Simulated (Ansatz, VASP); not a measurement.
## RuCl: VASP beside Ansatz

Contents of INCAR:

```
PREC     = Accurate       # precision mode
ENCUT    = 600            # plane-wave cutoff, eV
EDIFF    = 1E-6           # SCF threshold, eV
ISMEAR   = 0              # smearing method
SIGMA    = 0.1            # smearing width, eV
LREAL    = False          # projectors in reciprocal space
LASPH    = True           # aspherical terms in the spheres
NELM     = 80             # most SCF steps
ALGO     = Normal         # electronic algorithm
ISIF     = 3              # what is computed and relaxed
LWAVE    = False          # write WAVECAR
LCHARG   = False          # write CHGCAR
GGA      = PE             # functional
IBRION   = 2              # ionic algorithm
NSW      = 100            # ionic steps
EDIFFG   = -0.01          # ionic threshold
```

File KPOINTS:

```
regular mesh
0
Gamma
  18 18 18
```

File POSCAR:

```
RuCl
1.0
    3.0807170346      0.0000000000      0.0000000000
    0.0000000000      3.0807170346      0.0000000000
    0.0000000000      0.0000000000      3.0807170346
Ru Cl
1 1
Direct
    0.5000000000      0.5000000000      0.5000000000
    0.0000000000      0.0000000000      0.0000000000
```

Input for Ansatz:

```yaml
crystal:
  lattice:
    - [3.0807170346, 0.0, 0.0]
    - [0.0, 3.0807170346, 0.0]
    - [0.0, 0.0, 3.0807170346]
  atoms:
    - { symbol: Ru, position: [0.5, 0.5, 0.5] }
    - { symbol: Cl, position: [0.0, 0.0, 0.0] }
basis:
  ecutwfc: 420
kpoints:
  mp_grid: { grid: [18, 18, 18] }
hamiltonian:
  xc: pbe
scf:
  occupations: { method: gaussian, width: 0.1 }
output:
  forces: true
  stress: true
  eigenvalues: true
  write_density: true
  write_potential: true
  elf: true
  volumetric_format: npy
relax:
  adjacent_minimum: "off"
  f_tol: 0.01
  max_steps: 80
  cell: { stress_tol: 0.05 }
```

Change from the starting cell: species swapped into the HfTc type (Pm-3m, No. 221).

Alike in both runs: task relaxation of cell and atoms; functional PBE; k mesh 18 × 18 × 18; occupations gaussian, width 0.1 eV; no spin polarisation.

|  | VASP | Ansatz |
| --- | --- | --- |
| version | VASP 6.6.1 | Ansatz 0.2.0 |
| potentials or method | VASP PAW PBE potentials, release 64 (Ru_pv, Cl), cutoff 600 eV | scalar-relativistic, plane waves, PAW |
| valence electrons in the cell | 21 | 23 |

```tsv
	VASP	Ansatz	Ansatz less VASP
gap on the k mesh at the Fermi level, each at its own relaxed structure (eV)	none	none	-
relaxed volume (Å³/atom)	14.64	14.63	-0.018
relaxed cell length with the largest relative difference (Å)	3.082	3.081	-0.0012
```

A gap of «none» marks a metal or a gap that the smearing closes. VASP's potentials hold 21 valence electrons a cell and Ansatz's 23, so a difference there can come from the potentials and not from the codes.
